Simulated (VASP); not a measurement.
A run of VASP 6.6.1:

The input INCAR:

```
PREC     = Accurate       # precision mode
ENCUT    = 520            # plane-wave cutoff, eV
EDIFF    = 1E-6           # SCF threshold, eV
ISMEAR   = 0              # smearing method
SIGMA    = 0.1            # smearing width, eV
LREAL    = F              # projectors in reciprocal space
LASPH    = T              # aspherical terms in the spheres
NELM     = 60             # most SCF steps
ALGO     = Normal         # electronic algorithm
ISIF     = 2              # what is computed and relaxed
LWAVE    = F              # write WAVECAR
LCHARG   = T              # write CHGCAR
GGA      = PS             # functional
LELF     = T              # ELF
LVHAR    = T            
NBANDS   = 41             # bands
```

KPOINTS

```
Automatic mesh
0
Gamma
  12 12 4
```

POSCAR

```
AlCr2C
1.0
    2.7539940279      0.0000000000      0.0000000000
   -1.3769970139      2.3850287901      0.0000000000
    0.0000000000      0.0000000000     12.3453902307
Al Cr C
2 4 2
Direct
    0.6666666667      0.3333333333      0.2500000000
    0.3333333333      0.6666666667      0.7500000000
    0.3333333333      0.6666666667      0.4133718806
    0.6666666667      0.3333333333      0.9133718806
    0.6666666667      0.3333333333      0.5866281194
    0.3333333333      0.6666666667      0.0866281194
    0.0000000000      0.0000000000      0.5000000000
    0.0000000000      0.0000000000      0.0000000000
```

Potentials or basis: VASP PAW PBE potentials, release 64 (Al, Cr_pv, C).

Run with:

```bash
$ cat potpaw_PBE.64/Al/POTCAR potpaw_PBE.64/Cr_pv/POTCAR potpaw_PBE.64/C/POTCAR > POTCAR
$ mpirun -np 1 vasp_std > vasp.out
```

Hardware: 1 thread of Intel Xeon 6975P-C (shared host).

Problem. Estimate the wall time of this run.

Solution. Run time: 3.1 min on 1 thread of Intel Xeon 6975P-C (shared host), peak memory 0.29 GiB. Counts: scf iterations 15, k points 57.
